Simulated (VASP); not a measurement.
**Bi: single point with LDA**

System: Bi, a slab with vacuum.

```
Bi
1.0
     4.41900    0.00000    0.00000
    -2.20950    3.82697    0.00000
     0.00000    0.00000   28.00000
Bi
2
Direct
  0.33333 0.66667 0.50657
  0.66667 0.33333 0.49343
```

| Quantity | Value |
| --- | --- |
| Program | VASP 6.6.1 |
| Task | single point |
| Functional | LDA |
| Potentials or basis | VASP PAW LDA potentials, release 64 (Bi_d) |
| Cutoff | 520 eV |
| k mesh | 9 × 9 × 1 |
| Occupations | gaussian, width 0.02 eV |
| Spin | no spin polarisation |

```json
{"Largest force": "1.773 eV/Å", "Band gap on the k mesh": "zero (bands 15 and 16 overlap by 0.41 eV)"}
```

Forces on the atoms (eV/Å):
```
Bi   0.000  0.000  1.773
Bi   0.000  0.000 -1.773
```

Levels at points of the mesh, in eV from the Fermi level:
```tsv
k point	band 12	band 13	band 14	band 15	band 16	band 17	band 18	band 19
(0.00, 0.00, 0.00)	-5.92	-3.18	-2.44	-2.44	2.23	2.42	2.42	4.03
```

It took 5 min on 1 thread of AMD EPYC 7R13, on a shared host, peak memory 0.43 GiB.

Caveat: spin-orbit coupling is left out, which moves the levels of the heavy elements.
